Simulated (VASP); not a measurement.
A run of VASP 6.6.1:

Contents of POSCAR:

```
Re
1.0
    1.9555477524      0.0000000000      0.0000000000
    0.0000000000      1.9555477524      0.0000000000
    0.0000000000      0.0000000000      1.9555477524
Re
1
Direct
    0.0000000000      0.0000000000      0.0000000000
```

INCAR.step1

```
SYSTEM = Re
PREC = Accurate
ENCUT = 520
EDIFF = 1E-6
ISMEAR = -1
SIGMA = 0.1
LREAL = .False.
LASPH = .True.
NELM = 80
ALGO = Normal
ISIF = 2
LWAVE = .False.
LCHARG = .True.
LMAXMIX = 4
GGA = PS
NBANDS = 10
```

The input KPOINTS.step1:

```
Automatic mesh
0
Gamma
  15 15 15
  0 0 0
```

Contents of INCAR.step2:

```
SYSTEM = Re
PREC = Accurate
ENCUT = 520
EDIFF = 1E-6
ISMEAR = -5
SIGMA = 0.1
LREAL = .False.
LASPH = .True.
NELM = 80
ALGO = Normal
ISIF = 2
LWAVE = .False.
LCHARG = .False.
LMAXMIX = 4
GGA = PS
LORBIT = 11
NBANDS = 10
NEDOS = 1001
ICHARG = 11
```

The input KPOINTS.step2:

```
Automatic mesh
0
Gamma
  23 23 23
  0 0 0
```

Potentials or basis: VASP PAW PBE potentials, release 64 (Re).

Command:

```console
$ cat potpaw_PBE.64/Re/POTCAR > POTCAR
$ cp INCAR.step1 INCAR
$ cp KPOINTS.step1 KPOINTS
$ mpirun -np 1 vasp_std > vasp.out
$ cp INCAR.step2 INCAR
$ cp KPOINTS.step2 KPOINTS
$ mpirun -np 1 vasp_std > vasp.out
```

Hardware: 1 thread of Intel(R) Xeon(R) 6975P-C (Granite Rapids), on a shared host.

Task: How long does it take, and how much memory?

Result: Run time: 9.2 s on 1 thread of Intel(R) Xeon(R) 6975P-C (Granite Rapids), on a shared host, peak memory 0.15 GiB. Counts: k points 364.
